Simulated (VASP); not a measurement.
Input of a VASP 6.6.1 run:

Contents of INCAR:

```
ALGO     = Normal         # electronic algorithm
DIPOL    = 0.5 0.5 0.500
EDIFF    = 1E-6           # SCF threshold, eV
ENCUT    = 520            # plane-wave cutoff, eV
GGA_COMPAT= F            
IDIPOL   = 3            
ISIF     = 2              # what is computed and relaxed
ISMEAR   = 0              # smearing method
LASPH    = T              # aspherical terms in the spheres
LCHARG   = T              # write CHGCAR
LDIPOL   = T            
LELF     = T              # ELF
LREAL    = F              # projectors in reciprocal space
LVACPOTAV= T            
LVHAR    = T            
LWAVE    = F              # write WAVECAR
NBANDS   = 11             # bands
NELM     = 120            # most SCF steps
NELMDL   = -8           
PREC     = Accurate       # precision mode
SIGMA    = 0.05           # smearing width, eV
```

File KPOINTS:

```
k-points
0
Gamma
  15 15 1
```

The input POSCAR:

```
C
1.0
    2.4665518600      0.0000000000      0.0000000000
   -1.2332759300      2.1360965710      0.0000000000
    0.0000000000      0.0000000000     20.0000000000
C
2
Direct
    0.0000000000      0.0000000000      0.5000000000
    0.6666666667      0.3333333333      0.5000000000
```

Potentials or basis: VASP PAW LDA potentials, release 64 (C).

Command:

```sh
$ cat potpaw_LDA.64/C/POTCAR > POTCAR
$ mpirun -np 1 vasp_std > vasp.out
```

**Question.** Estimate the band gap on the k mesh.

**Answer.** Zero (filled and empty bands touch).
